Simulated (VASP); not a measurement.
Runs of VASP 6.6.1 on SiO2. The structure is that of space group Fd-3m (No. 227), or close to it. The cells are those of the table. 

```tsv
task	cell	cutoff (eV)	smearing	gap on the mesh (eV)	pressure (GPa)
single point	a = 5.336 Å, angles 60.0°, 6 atoms	520	gaussian 0.02 eV	5.85	(a)
single point	a = 5.181 Å, angles 60.0°, 6 atoms	520	gaussian 0.02 eV	6.10	5.2
single point	a = 5.127 Å, angles 60.0°, 6 atoms	520	gaussian 0.02 eV	6.13	11.1
single point	a = 5.285 Å, angles 60.0°, 6 atoms	520	gaussian 0.02 eV	(d)	-4.3
single point	a = 5.232 Å, angles 60.0°, 6 atoms	520	gaussian 0.1 eV	6.04	(b)
relaxation of cell and atoms	relaxed from a = 5.232 Å, angles 60.0°, 6 atoms	600	gaussian 0.02 eV	6.05	0.0
relaxation of cell and atoms	relaxed from a = 5.035 Å, angles 60.0°, 6 atoms	600	gaussian 0.1 eV	6.04	-0.1
single point	a = 5.233 Å, angles 60.0°, 6 atoms	520	gaussian 0.02 eV	6.04	(c)
```

Alike in all rows: level r2SCAN; potentials or basis VASP PAW PBE potentials, release 64 (Si, O); no spin polarisation; k mesh 6 × 6 × 6.

Question: Fill in the values left out.

Answer: (a) -8.1; (b) 0.2; (c) 0.1; (d) 5.96.

Caveats: the PAW data sets were made with another functional, which shifts forces and pressure a little; the cell stands under tension (at least some runs); the cell stands under pressure (at least some runs); the relaxation stopped at its first step, so nothing moved (at least some runs).

A k mesh can miss the band edges.
